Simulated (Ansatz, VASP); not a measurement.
# Two plane-wave programs on LiH

```
Li H
1.0
     0.00000    2.00299    2.00299
     2.00299    0.00000    2.00299
     2.00299    2.00299    0.00000
Li H
1 1
Direct
  0.00000 0.00000 0.00000
  0.50000 0.50000 0.50000
```

Alike in both runs: task single point; functional PBEsol; dispersion D3(BJ); k mesh 8 × 8 × 8; no spin polarisation.

|  | VASP | Ansatz |
| --- | --- | --- |
| version | VASP 6.6.1 | Ansatz 0.2.0 |
| potentials or method | VASP PAW PBE potentials, release 64 (Li_sv, H) | plane waves |
| plane-wave cutoff (eV) | 750 | 420 |
| occupations | gaussian, width 0.01 eV | fixed |
| valence electrons in the cell | 4 | 4 |

|  | VASP | Ansatz | Ansatz less VASP |
| --- | --- | --- | --- |
| gap on the k mesh at the Fermi level (eV) | 2.75 | 2.74 | -0.002 |
| pressure (GPa) | -3.5 | -3.5 | +0.09 |

VASP's potentials were made for PBE, not for PBEsol.
